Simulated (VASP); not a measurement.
# SrO (P6/mmm) in VASP: a series of runs, part 2 of 2

VASP 6.6.1. The steps go on from the part before.

### 4 Single point, PBE

This run uses another cell than the first one, of 24.41 Å³/atom, 1.373 times its volume.

File INCAR:

```
PREC = Accurate ; ENCUT = 520
EDIFF = 1E-6 ; ISMEAR = 0
SIGMA = 0.1 ; LREAL = False
LASPH = True ; NELM = 80
ALGO = Normal ; ISIF = 2
LWAVE = False ; LCHARG = False
GGA = PE ; NBANDS = 24
```

File KPOINTS:

```
Automatic mesh
0
Gamma
  6 6 4
```

File POSCAR:

```
SrO
1.0
    3.9412472974      0.0000000000      0.0000000000
   -1.9706236487      3.4132202822      0.0000000000
    0.0000000000      0.0000000000      7.2577164436
Sr O
2 2
Direct
    0.0000000000      0.0000000000      0.8064860410
    0.0000000000      0.0000000000      0.1935139590
    0.3333333333      0.6666666667      0.0000000000
    0.6666666667      0.3333333333      0.0000000000
```

Potentials or basis: VASP PAW PBE potentials, release 64 (Sr_sv, O).

Started as:

```sh
cat potpaw_PBE.64/Sr_sv/POTCAR potpaw_PBE.64/O/POTCAR > POTCAR
mpirun -np 1 vasp_std > vasp.out
```

OUTCAR:

```text
PREC = Accurate
   ENCUT = 520
   EDIFF = 1E-6
   ISMEAR = 0
   LREAL = False
   LASPH = True
   NELM = 80
   ISIF = 2
   GGA = PE

 ion  position               nearest neighbor table
   1  0.000  0.000  0.806-   3 2.67   4 2.67   4 2.67   3 2.67   4 2.67   3 2.67   2 2.81   2 4.45
                             2 4.84   2 4.84   2 4.84   2 4.84   2 4.84   2 4.84
   2  0.000  0.000  0.194-   3 2.67   4 2.67   4 2.67   3 2.67   4 2.67   3 2.67   1 2.81   1 4.45
                             1 4.84   1 4.84   1 4.84   1 4.84   1 4.84   1 4.84
   3  0.333  0.667  0.000-   1 2.67   2 2.67   1 2.67   2 2.67   1 2.67   2 2.67
   4  0.667  0.333  0.000-   1 2.67   2 2.67   1 2.67   2 2.67   1 2.67   2 2.67

  LATTYP: Found a hexagonal cell.
 ALAT       =     3.9412472974
 C/A-ratio  =     1.8414770493

  Lattice vectors:

 A1 = (   3.9412472974,   0.0000000000,   0.0000000000)
 A2 = (  -1.9706236487,   3.4132202822,   0.0000000000)
 A3 = (   0.0000000000,   0.0000000000,   7.2577164436)

Analysis of symmetry for initial positions (statically):
=====================================================================
 Subroutine PRICEL returns:
 Original cell was already a primitive cell.

[... 173 lines left out ...]
 cond. band min:       2.2012184662   @ k =   0.5000   0.0000   0.0000
 fundamental gap:      0.2274912833
 Fermi energy:         1.9898585725

 k-point     1 :       0.0000    0.0000    0.0000
  band No.  band energies     occupation
      1     -33.3122      2.00000
      2     -33.0520      2.00000
      3     -17.0912      2.00000
      4     -15.0926      2.00000
      5     -15.0926      2.00000
      6     -14.8517      2.00000
[... 556 lines left out ...]
     23       8.0306      0.00000
     24       8.0306      0.00000

------------------------ aborting loop because EDIFF is reached ----------------------------------------

  FORCE on cell =-STRESS in cart. coord.  units (eV):
  Direction    XX          YY          ZZ          XY          YZ          ZX
  --------------------------------------------------------------------------------------
  -------------------------------------------------------------------------------------
  Total        0.1654593      0.1654593      0.0548903      0.0000000      0.0000000      0.0000000
  in kB        2.7152117      2.7152117      0.9007584      0.0000000      0.0000000      0.0000000
  external PRESSURE =       2.1103940 kB  Pullay stress =       0.0000000 kB

 VOLUME and BASIS-vectors are now :
 -----------------------------------------------------------------------------
  energy-cutoff  :      520.00
  volume of cell :       97.63
      direct lattice vectors                 reciprocal lattice vectors
     3.941247297  0.000000000  0.000000000     0.253726784  0.146489227  0.000000000
    -1.970623649  3.413220282  0.000000000     0.000000000  0.292978454  0.000000000
     0.000000000  0.000000000  7.257716444     0.000000000  0.000000000  0.137784385

 POSITION                                       TOTAL-FORCE (eV/Angst)
 -----------------------------------------------------------------------------------
      0.00000      0.00000      5.85325        -0.000000     -0.000000     -0.064340
      0.00000      0.00000      1.40447        -0.000000     -0.000000      0.064340
     -0.00000      2.27548      0.00000         0.000000      0.000000      0.000000
      1.97062      1.13774      0.00000        -0.000000      0.000000     -0.000000
 -----------------------------------------------------------------------------------
    total drift:                               -0.000000      0.000000      0.000000

  FREE ENERGIE OF THE ION-ELECTRON SYSTEM (eV)
  ---------------------------------------------------
  free  energy   TOTEN  =       -18.3690549969 eV

  energy  without entropy=      -18.3572317108  energy(sigma->0) =      -18.36314335
```

OSZICAR:

```text
N       E                     dE             d eps       ncg     rms          rms(c)
DAV:   1     0.202167805457E+03    0.20217E+03   -0.15594E+04  1008   0.121E+03
DAV:   2    -0.113944154711E+02   -0.21356E+03   -0.19915E+03  1368   0.283E+02
DAV:   3    -0.278712826454E+02   -0.16477E+02   -0.16331E+02  1608   0.705E+01
DAV:   4    -0.282946017190E+02   -0.42332E+00   -0.42293E+00  1408   0.102E+01
DAV:   5    -0.283051706293E+02   -0.10569E-01   -0.10568E-01  1472   0.122E+00    0.215E+01
DAV:   6    -0.200166778568E+02    0.82885E+01   -0.31875E+01  1056   0.300E+01    0.285E+01
DAV:   7    -0.187615982825E+02    0.12551E+01   -0.58603E+00  1120   0.125E+01    0.115E+01
DAV:   8    -0.192707699247E+02   -0.50917E+00   -0.14963E+00  1320   0.838E+00    0.102E+01
DAV:   9    -0.183593775793E+02    0.91139E+00   -0.21568E+00  1136   0.633E+00    0.210E+00
DAV:  10    -0.183756206535E+02   -0.16243E-01   -0.87027E-02  1288   0.161E+00    0.183E+00
DAV:  11    -0.183858168844E+02   -0.10196E-01   -0.11897E-02  1440   0.569E-01    0.103E+00
DAV:  12    -0.183701709656E+02    0.15646E-01   -0.13145E-02  1344   0.724E-01    0.354E-01
DAV:  13    -0.183693870568E+02    0.78391E-03   -0.13878E-03  1248   0.211E-01    0.202E-01
DAV:  14    -0.183690850618E+02    0.30200E-03   -0.32285E-04  1320   0.901E-02    0.564E-02
DAV:  15    -0.183690680741E+02    0.16988E-04   -0.14158E-04  1272   0.660E-02    0.582E-02
DAV:  16    -0.183690655144E+02    0.25598E-05   -0.18282E-05  1320   0.209E-02    0.484E-02
DAV:  17    -0.183690551636E+02    0.10351E-04   -0.27329E-05  1176   0.262E-02    0.585E-03
DAV:  18    -0.183690549969E+02    0.16671E-06   -0.19290E-06  1056   0.806E-03
   1 F= -.18369055E+02 E0= -.18363143E+02  d E =-.118233E-01
```

stdout:

```text
POSCAR found type information on POSCAR SrO
 POSCAR found :  2 types and       4 ions
 scaLAPACK will be used
 LDA part: xc-table for (Slater+PW92), standard interpolation
 POSCAR, INCAR and KPOINTS ok, starting setup
 FFT: planning ... GRIDC
 FFT: planning ... GRID_SOFT
 FFT: planning ... GRID
 WAVECAR not read
 entering main loop
```

Wall time 36 s (1 thread of Intel Xeon 6975P-C (Granite Rapids), shared host); peak memory 0.22 GiB.

What came out:

```yaml
Free_energy: -18.3691 eV
Pressure: 0.2 GPa
Largest_force: 0.064 eV/Å
Band_gap_on_the_k_mesh: zero (band 16 reaches 2.87 eV, above the bottom of band 17 at 1.10 eV)
```

Forces in eV/Å, atoms in the order of the input:
```
Sr   0.000  0.000 -0.064
Sr   0.000  0.000  0.064
O    0.000  0.000  0.000
O    0.000  0.000  0.000
```

### 5 The runs side by side

| cell | k mesh | gap on the mesh (eV) | pressure (GPa) | largest force (eV/Å) |
| --- | --- | --- | --- | --- |
| a = 3.237, b = 3.237, c = 7.838 Å, angles 90.0, 90.0, 120.0°, 4 atoms | 6 × 6 × 2 | none | 33.7 | 0.58 |
| a = 3.941, b = 3.941, c = 7.258 Å, angles 90.0, 90.0, 120.0°, 4 atoms | 6 × 6 × 2 | none | 0.2 | 0.06 |
| a = 3.941, b = 3.941, c = 7.258 Å, angles 90.0, 90.0, 120.0°, 4 atoms | 6 × 6 × 4 | none | 0.2 | 0.06 |

Alike in all rows: task single point; level PBE; potentials or basis VASP PAW PBE potentials, release 64 (Sr_sv, O); no spin polarisation; cutoff (eV) 520; smearing gaussian 0.1 eV.

Caveats: some runs use coarse meshes.

Total energies depend on the potentials used, so only differences within one code and one set of settings carry meaning.
